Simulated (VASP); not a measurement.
Here is a VASP 6.6.1 calculation.

INCAR

```
  ALGO = Normal
  EDIFF = 1E-7
  ENCUT = 520
  GGA = PS
  ISIF = 2
  ISMEAR = -1
  LASPH = True
  LCHARG = False
  LREAL = False
  LWAVE = False
  NBANDS = 10
  NELM = 80
  PREC = Accurate
  SIGMA = 0.05
```

The input KPOINTS:

```
k-points
0
Gamma
  6 6 6
```

The input POSCAR:

```
Cs
1.0
   -3.0033264589      3.0033264589      3.1284650614
    3.0033264589     -3.0033264589      3.1284650614
    3.0033264589      3.0033264589     -3.1284650614
Cs
1
Direct
    0.0000000000      0.0000000000      0.0000000000
```

Potentials or basis: VASP PAW PBE potentials, release 64 (Cs_sv).

Command:

```sh
$ cat potpaw_PBE.64/Cs_sv/POTCAR > POTCAR
$ mpirun -np 1 vasp_std > vasp.out
```

(1) What does it give for the pressure?

(2) Predict the band gap on the k mesh.

Answers

(1) -0.1 GPa.

(2) zero (an odd number of electrons rules out a gap without spin polarisation).

Caveat: the PAW data sets were made with another functional, which shifts forces and pressure a little; spin-orbit coupling is left out, which moves the levels of the heavy elements.
